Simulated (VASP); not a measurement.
Ge:

```
Ge
1.0
     0.05674    2.83687    2.83687
     2.83687    0.05674    2.83687
     2.89361    2.89361    0.00000
Ge
2
Direct
  0.00246 0.00246 0.99754
  0.24754 0.24754 0.25246
```

This cell differs from its parent crystal: shear xy strain +4.0%.

Base run:

```yaml
Program: VASP 6.6.1
Functional: r2SCAN
Potentials_or_basis: VASP PAW PBE potentials, release 64 (Ge_d)
Cutoff: 520 eV
k_mesh: 8 × 8 × 8
Occupations: fermi-dirac, width 0.02 eV
Spin: no spin polarisation
```

Its results: pressure 0.1 GPa; largest force 0.011 eV/Å.

Question: The run is repeated on the same cell with these changes: functional from r2SCAN to PBE; further incar settings from ALGO = Normal; EDIFF = 1e-07; NBANDS = 21 to ALGO = Normal; EDIFF = 1e-06; NBANDS = 21. What comes out?

Answer: Pressure 3.1 GPa; largest force 0.051 eV/Å.

Caveats: the PAW data sets were made with another functional, which shifts forces and pressure a little (some runs).
